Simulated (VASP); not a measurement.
AlNi, 2 atoms in the cell. The structure is tetragonal, space group P4/mmm (No. 123). Conventional cell: a = 2.889 Å, b = 2.889 Å, c = 2.823 Å, α = 90.00°, β = 90.00°, γ = 90.00°. Within 3.3 Å of Al (site symmetry 4/mmm) lie 8 Ni at 2.48 Å and 6 Al at 2.82 to 2.89 Å. Ni (site symmetry 4/mmm) has 8 Al at 2.48 Å and 6 Ni at 2.82 to 2.89 Å within 3.3 Å. 

* Program: VASP 6.6.1
* Task: single point
* Functional: PBE
* Potentials or basis: VASP PAW PBE potentials, release 64 (Al, Ni)
* Cutoff: 520 eV
* k mesh: 16 × 16 × 16
* Occupations: gaussian, width 0.15 eV
* Spin: no spin polarisation
* Dipole correction: no
* Further INCAR settings: ALGO = Fast; EDIFF = 1e-06; NBANDS = 14

Potentials or basis: VASP PAW PBE potentials, release 64 (Al, Ni).

The run is started by

```console
$ cat potpaw_PBE.64/Al/POTCAR potpaw_PBE.64/Ni/POTCAR > POTCAR
$ mpirun -np 1 vasp_std > vasp.out
```

Hardware: 1 thread of Intel(R) Xeon(R) Platinum 8488C (Sapphire Rapids) (shared host).

Task: Estimate the wall time of this run.

Result: Wall time 2.6 min on 1 thread of Intel(R) Xeon(R) Platinum 8488C (Sapphire Rapids), on a shared host, peak memory 0.33 GiB. Counts: scf iterations 16, k points 657.
